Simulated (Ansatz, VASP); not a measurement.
# Li2Se in VASP and in Ansatz

The input INCAR:

```
SYSTEM = Li2Se
PREC = Accurate
ENCUT = 750
EDIFF = 1E-6
ISMEAR = 0
SIGMA = 0.01
LREAL = .False.
LASPH = .True.
NELM = 120
ALGO = Normal
ISIF = 2
LWAVE = .False.
LCHARG = .True.
GGA = PE
LELF = .True.
LVHAR = .True.
NBANDS = 13
GGA_COMPAT = .False.
```

KPOINTS

```
regular mesh
0
Gamma
  8 8 8
  0 0 0
```

Contents of POSCAR:

```
Li2Se
1.0
    0.0000000000      2.9935210596      2.9935210596
    2.9935210596      0.0000000000      2.9935210596
    2.9935210596      2.9935210596      0.0000000000
Se Li
1 2
Direct
    0.0000000000      0.0000000000      0.0000000000
    0.2500000000      0.2500000000      0.2500000000
    0.7500000000      0.7500000000      0.7500000000
```

Input for Ansatz:

```yaml
crystal:
  lattice:
    - [0.0, 2.9935210596, 2.9935210596]
    - [2.9935210596, 0.0, 2.9935210596]
    - [2.9935210596, 2.9935210596, 0.0]
  atoms:
    - { symbol: Se, position: [0.0, 0.0, 0.0] }
    - { symbol: Li, position: [0.25, 0.25, 0.25] }
    - { symbol: Li, position: [0.75, 0.75, 0.75] }
kpoints:
  mp_grid: { grid: [8, 8, 8] }
  band_path:
    path:
      - [0.0, 0.0, 0.0]
      - [0.5, 0.0, 0.5]
      - [0.625, 0.25, 0.625]
      - [0.375, 0.375, 0.75]
      - [0.5, 0.5, 0.5]
      - [0.5, 0.25, 0.75]
      - [0.0, 0.5, 0.5]
    npoints: 1
hamiltonian:
  xc: pbe
scf:
  occupations: { method: fixed }
  n_extra_bands: 4
output:
  forces: true
  stress: true
  eigenvalues: true
```

Alike in both runs: task single point; functional PBE; k mesh 8 × 8 × 8; no spin polarisation.

```csv
,VASP,Ansatz
version,VASP 6.6.1,Ansatz 0.2.0
potentials or method,"VASP PAW PBE potentials, release 64 (Se, Li_sv)","plane waves, PAW"
plane-wave cutoff (eV),750,420
occupations,"gaussian, width 0.01 eV",fixed
valence electrons in the cell,12,22
```

|  | VASP | Ansatz | Ansatz less VASP |
| --- | --- | --- | --- |
| gap on the k mesh at the Fermi level (eV) | 2.97 | 2.97 | +0.006 |
| pressure (GPa) | 0.3 | 0.3 | +0.07 |

VASP's potentials hold 12 valence electrons a cell and Ansatz's 22, so a difference there can come from the potentials and not from the codes.
